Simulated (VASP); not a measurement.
A run of VASP 6.6.1 is set up as follows.

File INCAR:

```
SYSTEM = Co
ALGO = Normal
EDIFF = 1E-6
ENCUT = 520
GGA = PE
ISIF = 2
ISMEAR = 0
ISPIN = 2
LASPH = .TRUE.
LCHARG = .FALSE.
LMAXMIX = 4
LORBIT = 11
LREAL = .FALSE.
LWAVE = .FALSE.
MAGMOM = 1.86 1.86
NBANDS = 20
NELM = 150
PREC = Accurate
SIGMA = 0.15
```

Contents of KPOINTS:

```
k-points
0
G
  21 21 12
  0 0 0
```

Contents of POSCAR:

```
Co
1.0
    2.5183000000      0.0000000000      0.0000000000
   -1.2591500000      2.1809117744      0.0000000000
    0.0000000000      0.0000000000      4.1936000000
Co
2
Direct
    0.3333333333      0.6666666667      0.2500000000
    0.6666666667      0.3333333333      0.7500000000
```

Potentials or basis: VASP PAW PBE potentials, release 64 (Co).

Launch:

```bash
$ cat potpaw_PBE.64/Co/POTCAR > POTCAR
$ mpirun -np 1 vasp_std > vasp.out
```

(1) Predict the pressure.

(2) Predict the site moments.

## Answers

(1) -11.1 GPa.

(2) Co +1.69 μB.
